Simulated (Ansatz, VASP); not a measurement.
**CdS: VASP beside Ansatz**

Contents of INCAR:

```
SYSTEM = CdS
PREC     = Accurate       ! precision mode
ENCUT    = 520            ! plane-wave cutoff, eV
EDIFF    = 1E-6           ! SCF threshold, eV
ISMEAR   = -1             ! smearing method
SIGMA    = 0.02           ! smearing width, eV
LREAL    = .False.        ! projectors in reciprocal space
LASPH    = .True.         ! aspherical terms in the spheres
NELM     = 100            ! most SCF steps
ALGO     = Normal         ! electronic algorithm
ISIF     = 2              ! what is computed and relaxed
LWAVE    = .False.        ! write WAVECAR
LCHARG   = .False.        ! write CHGCAR
GGA      = PE             ! functional
NBANDS   = 16             ! bands
```

Contents of KPOINTS:

```
Automatic mesh
0
Gamma
  8 8 8
  0 0 0
```

Contents of POSCAR:

```
CdS
1.0
    0.0000000000      2.9392148426      2.9392148426
    3.0323879531      0.0000000000      2.9392148426
    3.0323879531      2.9392148426      0.0000000000
Cd S
1 1
Direct
    0.0000000000      0.0000000000      0.0000000000
    0.2500000000      0.2500000000      0.2500000000
```

Input for Ansatz:

```yaml
crystal:
  lattice:
    - [0.0, 2.9392148426, 2.9392148426]
    - [3.0323879531, 0.0, 2.9392148426]
    - [3.0323879531, 2.9392148426, 0.0]
  atoms:
    - { symbol: Cd, position: [0.0, 0.0, 0.0] }
    - { symbol: S, position: [0.25, 0.25, 0.25] }
kpoints:
  mp_grid: { grid: [8, 8, 8] }
  band_path:
    path:
      - [0.0, 0.0, 0.0]
      - [-0.5, -0.5, 0.0]
      - [-0.375, -0.375, 0.25]
      - [-0.375, 0.0, 0.375]
      - [0.0, 0.0, 0.5]
      - [-0.5, -0.25, 0.25]
    npoints: 1
hamiltonian:
  xc: pbe
scf:
  occupations: { method: fermi_dirac, width: 0.02 }
  n_extra_bands: 4
output:
  forces: true
  stress: true
  eigenvalues: true
```

Change from the starting cell: uniaxial_x strain +3.2%.

Alike in both runs: task single point; functional PBE; k mesh 8 × 8 × 8; occupations fermi-dirac, width 0.02 eV; no spin polarisation.

|  | VASP | Ansatz |
| --- | --- | --- |
| version | VASP 6.6.1 | Ansatz 0.2.0 |
| potentials or method | VASP PAW PBE potentials, release 64 (Cd, S) | plane waves, PAW |
| plane-wave cutoff (eV) | 520 | 420 |
| valence electrons in the cell | 18 | 26 |

```csv
,VASP,Ansatz,Ansatz less VASP
gap on the k mesh at the Fermi level (eV),0.99,0.99,-0.002
pressure (GPa),-0.1,-0.4,-0.27
"traceless stress, the component that is largest in VASP (GPa)",-0.44,-0.45,-0.008
```

With one functional, cell and mesh, what is left measures potentials, basis and numerics. VASP's potentials hold 18 valence electrons a cell and Ansatz's 26, so a difference there can come from the potentials and not from the codes.
